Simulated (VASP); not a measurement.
Input of a VASP 6.6.1 run:

File INCAR:

```
PREC = Accurate ; ENCUT = 520
EDIFF = 1E-7 ; ISMEAR = 0
SIGMA = 0.1 ; LREAL = F
LASPH = T ; NELM = 80
ALGO = Fast ; ISIF = 2
LWAVE = F ; LCHARG = T
GGA = PE ; IVDW = 12
LELF = T ; LVHAR = T
NBANDS = 30
```

Contents of KPOINTS:

```
regular mesh
0
Gamma
  9 9 13
```

POSCAR

```
Au
1.0
    5.4673713320      0.0006148275     -0.1079133923
   -2.7331532097      4.7351898792      0.1079133922
   -1.4169538978      0.8180787143      2.5953693584
Au
4
Direct
    0.0000000000      0.5000000000      0.0000000000
    0.5000000000      0.5000000000      0.0000000000
    0.0000000000      0.0000000000      0.0000000000
    0.5000000000      0.0000000000      0.0000000000
```

Potentials or basis: VASP PAW PBE potentials, release 64 (Au).

Run with:

```bash
$ cat potpaw_PBE.64/Au/POTCAR > POTCAR
$ mpirun -np 1 vasp_std > vasp.out
```

Problem. What does it give for the band gap on the k mesh?

Solution. Zero (bands 22 and 23 overlap by 4.50 eV).

Problem. What does it give for the dispersion energy per atom?

Solution. -0.687 eV.

Stress tensor (GPa, compression positive):
```
17.41 -0.07 -0.35
-0.07 17.32  0.20
-0.35  0.20 -0.29
```

Caveat: the stress differs along the axes, from -0 to 17 GPa; spin-orbit coupling is left out, which moves the levels of the heavy elements.
